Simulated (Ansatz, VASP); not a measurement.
# One calculation of Ir2Pt, two programs

File INCAR:

```
PREC = Accurate
ENCUT = 500
EDIFF = 1E-7
ISMEAR = 0
SIGMA = 0.1
LREAL = False
LASPH = True
NELM = 120
ALGO = Normal
ISIF = 3
LWAVE = False
LCHARG = False
GGA = PE
IBRION = 2
NSW = 90
EDIFFG = -0.04
GGA_COMPAT = False
NELMIN = 4
```

The input KPOINTS:

```
Automatic mesh
0
Gamma
  6 6 4
```

The input POSCAR:

```
Ir2Pt
1.0
    3.6501665700      0.0000000000      0.0000000000
   -1.8250832800      3.1611369700      0.0000000000
    0.0000000000      0.0000000000      4.0375259600
Ir Pt
2 1
Direct
    0.3333333300      0.6666666700      0.5000000000
    0.6666666700      0.3333333300      0.5000000000
    0.0000000000      0.0000000000      0.0000000000
```

Input for Ansatz:

```yaml
crystal:
  lattice:
    - [3.65016657, 0.0, 0.0]
    - [-1.82508328, 3.16113697, 0.0]
    - [0.0, 0.0, 4.03752596]
  atoms:
    - { symbol: Ir, position: [0.33333333, 0.66666667, 0.5] }
    - { symbol: Ir, position: [0.66666667, 0.33333333, 0.5] }
    - { symbol: Pt, position: [0.0, 0.0, 0.0] }
basis:
  ecutwfc: 420
kpoints:
  mp_grid: { grid: [6, 6, 4] }
hamiltonian:
  xc: pbe
scf:
  occupations: { method: gaussian, width: 0.1 }
  lower_state_search: "off"
output:
  forces: true
  stress: true
  eigenvalues: true
relax:
  adjacent_minimum: "off"
  f_tol: 0.04
  max_steps: 70
  cell: { stress_tol: 0.4 }
```

Change from the starting cell: species swapped into the EuSi2 type (P6/mmm, No. 191).

Alike in both runs: task relaxation of cell and atoms; functional PBE; k mesh 6 × 6 × 4; occupations gaussian, width 0.1 eV; no spin polarisation.

|  | VASP | Ansatz |
| --- | --- | --- |
| version | VASP 6.6.1 | Ansatz 0.2.0 |
| potentials or method | VASP PAW PBE potentials, release 64 (Ir, Pt), cutoff 500 eV | scalar-relativistic, plane waves, PAW |
| valence electrons in the cell | 28 | 52 |

```tsv
	VASP	Ansatz	Ansatz less VASP
gap on the k mesh at the Fermi level, each at its own relaxed structure (eV)	none	none	-
relaxed volume (Å³/atom)	15.22	15.23	+0.013
relaxed cell length with the largest relative difference (Å)	4.454	4.456	+0.0020
```

A gap of «none» marks a metal or a gap that the smearing closes. VASP's potentials hold 28 valence electrons a cell and Ansatz's 52, so a difference there can come from the potentials and not from the codes.

The k mesh is coarse, so the values compare programs but aren't converged. Spin-orbit coupling is off throughout.
